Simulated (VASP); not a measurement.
Here is a VASP 6.6.1 calculation.

INCAR

```
SYSTEM = Ir
ALGO = Normal
EDIFF = 1E-6
ENCUT = 520
GGA = CA
ISIF = 2
ISMEAR = -1
ISYM = 0
LASPH = .True.
LCHARG = .False.
LREAL = .False.
LWAVE = .False.
NBANDS = 16
NELM = 100
PREC = Accurate
SIGMA = 0.05
```

The input KPOINTS:

```
k-points
0
Gamma
  13 13 13
  0 0 0
```

POSCAR

```
Ir
1.0
    0.0000000000      2.2557774008      2.2557774008
    2.2557774008      0.0000000000      2.2557774008
    2.2557774008      2.2557774008      0.0000000000
Ir
2
Direct
   -0.1250000000     -0.1250000000     -0.1250000000
    0.1250000000      0.1250000000      0.1250000000
```

Potentials or basis: VASP PAW LDA potentials, release 64 (Ir).

Command:

```console
$ cat potpaw_LDA.64/Ir/POTCAR > POTCAR
$ mpirun -np 1 vasp_std > vasp.out
```

(1) Predict the band gap on the k mesh.

(2) What does it give for the pressure?

## Answers

(1) zero (bands 9 and 10 overlap by 3.67 eV).

(2) 419.1 GPa.

Caveat: atoms lie so close that the PAW spheres overlap strongly, which falsifies energies and pressures; the cell stands under pressure; spin-orbit coupling is left out, which moves the levels of the heavy elements.
